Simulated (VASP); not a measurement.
**BN: single point with PBE**

BN:

```
CELL_PARAMETERS angstrom
0.00000 1.74583 1.74583
1.74583 0.00000 1.74583
1.74583 1.74583 0.00000
ATOMIC_POSITIONS crystal
B 0.00000 0.00000 0.00000
N 0.50000 0.50000 0.50000
```

```yaml
Program: VASP 6.6.1
Task: single point
Functional: PBE
Potentials_or_basis: VASP PAW PBE potentials, release 64 (B, N)
Cutoff: 600 eV
k_mesh: 8 × 8 × 8
Occupations: methfessel-paxton, width 0.05 eV
Spin: no spin polarisation
Dipole_correction: no
Further_INCAR_settings: ALGO = Normal; EDIFF = 1e-06; NBANDS = 11
```

| Item | Value |
| --- | --- |
| Pressure | 3.6 GPa |
| Band gap on the k mesh | 1.33 eV, indirect (least direct gap 5.85 eV) |

Levels at points of the mesh, in eV from the valence-band top:
| k point | band 2 | band 3 | band 4 | band 5 | band 6 | band 7 |
| --- | --- | --- | --- | --- | --- | --- |
| (0.00, 0.00, 0.00) | -0.79 | -0.79 | -0.79 | 9.31 | 12.18 | 12.18 |
| (0.50, 0.00, 0.00) | -12.51 | -0.55 | -0.55 | 5.30 | 5.30 | 7.35 |
| (0.50, 0.50, 0.00) | -11.82 | -5.56 | -5.56 | 1.33 | 8.91 | 14.74 |

Wall time 2.1 s on 1 thread of Intel(R) Xeon(R) 6975P-C (Granite Rapids), on a shared host, peak memory 0.12 GiB.

A k mesh can miss the band edges. PBE gaps usually lie below the measured ones, often by a third to a half.
